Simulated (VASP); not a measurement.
Set up this calculation in VASP 6.6.1, as the native input.

```yaml
Task: relaxation of shape and atoms at fixed volume
Functional: LDA
Potentials_or_basis: VASP PAW LDA potentials, release 64 (Ti_sv)
Cutoff: 600 eV
k_mesh: 15 × 15 × 8
Occupations: fermi-dirac, width 0.05 eV
Spin: no spin polarisation
Dipole_correction: no
Further_INCAR_settings: ALGO = Normal; EDIFF = 1e-07; IBRION = 2; EDIFFG = -0.005; NSW = 50; ISIF = 4
```

The structure of Ti lies in POSCAR:

```
Ti
1.0
    2.1960779434      0.0000000000      0.0000000000
   -1.0980389717      1.9018592876      0.0000000000
    0.0000000000      0.0000000000      3.4710627636
Ti
2
Direct
    0.3333333333      0.6666666667      0.2500000000
    0.6666666667      0.3333333333      0.7500000000
```

These files were run (other wordings do the same):

INCAR

```
SYSTEM = Ti
PREC = Accurate
ENCUT = 600
EDIFF = 1E-7
ISMEAR = -1
SIGMA = 0.05
LREAL = .False.
LASPH = .True.
NELM = 80
ALGO = Normal
ISIF = 4
LWAVE = .False.
LCHARG = .False.
GGA = CA
IBRION = 2
NSW = 50
EDIFFG = -0.005
```

KPOINTS

```
regular mesh
0
Gamma
  15 15 8
  0 0 0
```

Potentials or basis: VASP PAW LDA potentials, release 64 (Ti_sv).

Command:

```bash
$ cat potpaw_LDA.64/Ti_sv/POTCAR > POTCAR
$ mpirun -np 1 vasp_std > vasp.out
```

It gave:

```
Energy gained by relaxing : 226.3 meV/atom
Ionic steps               : 8
Pressure after relaxing   : 337.3 GPa
Band gap on the k mesh    : zero (bands 12 and 13 overlap by 1.81 eV)
```

Caveat: atoms lie so close that the PAW spheres overlap strongly, which falsifies energies and pressures.

Wall time 5.9 min on 1 thread of Intel Xeon 8259CL (shared host), peak memory 0.15 GiB.
